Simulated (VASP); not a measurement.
# B10P11: single point with PBE

B10P11:

```
CELL_PARAMETERS angstrom
6.73752 -0.05125 -0.06769
-0.05125 6.60430 -0.11354
-0.06769 -0.11354 6.54279
ATOMIC_POSITIONS crystal
B 0.22256 0.04978 0.51377
B 0.37613 0.36205 0.75355
B 0.47699 0.00730 0.10823
B 0.88856 0.72522 0.56497
B 0.47148 0.21384 0.57464
B 0.37114 0.61397 0.75251
B 0.43980 0.59529 0.48085
B 0.93465 0.72987 0.82258
B 0.81794 0.17685 0.97893
B 0.20648 0.66218 0.55611
P 0.11259 0.04133 0.76766
P 0.26445 0.35862 0.34955
P 0.76504 0.45040 0.93998
P 0.72541 0.02912 0.25757
P 0.92123 0.83984 0.06476
P 0.42426 0.74956 0.04129
P 0.76415 0.33920 0.39470
P 0.48502 0.14443 0.87782
P 0.59830 0.55710 0.22964
P 0.01684 0.45489 0.63479
P 0.12320 0.88442 0.35544
```

```json
{
  "Program": "VASP 6.6.1",
  "Task": "single point",
  "Functional": "PBE",
  "Potentials or basis": "VASP PAW PBE potentials, release 64 (B, P)",
  "Cutoff": "420 eV",
  "k mesh": "1 × 1 × 1, shifted",
  "Occupations": "fermi-dirac, width 0.3447 eV",
  "Spin": "no spin polarisation"
}
```

```json
{
 "Pressure": "4.4 GPa",
 "Largest force": "8.514 eV/Å",
 "Band gap on the k mesh": "zero (an odd number of electrons rules out a gap without spin polarisation)"
}
```

Forces on the atoms (eV/Å):
```
B    4.379  6.297  3.425
B    0.020  2.118  1.082
B    0.407  0.116  1.084
B    1.790  0.157  0.034
B   -0.665 -0.613 -2.091
B    0.444  0.077  0.569
B   -0.342 -0.787  0.565
B   -0.751 -1.133 -3.162
B   -0.366 -0.775  0.017
B    0.427  0.702 -1.716
P   -0.076  0.119  1.290
P    0.440 -0.086  0.554
P    0.320  0.279 -0.751
P   -0.217  0.457 -0.201
P   -0.607  0.639  3.027
P   -0.989 -1.907 -2.172
P   -0.004 -0.834  1.783
P    0.526  1.035 -1.183
P    0.198  1.004  0.701
P   -1.349  0.089  0.495
P   -3.587 -6.955 -3.354
```

Stress tensor (GPa, compression positive):
```
-0.22 -0.32  3.23
-0.32  5.98  5.40
 3.23  5.40  7.55
```

Levels at points of the mesh, in eV from the Fermi level:
| k point | band 41 | band 42 | band 43 | band 44 | band 45 | band 46 |
| --- | --- | --- | --- | --- | --- | --- |
| (0.25, 0.25, 0.25) | -0.57 | -0.32 | -0.04 | 0.10 | 0.53 | 0.85 |

Wall time 43 s on 1 thread of AMD EPYC 7R43 64-Core Processor (Zen 3) (shared host), peak memory 0.26 GiB.

Caveat: the atoms stand as in a frame of molecular dynamics; so wide a smearing shifts energies and pressures.
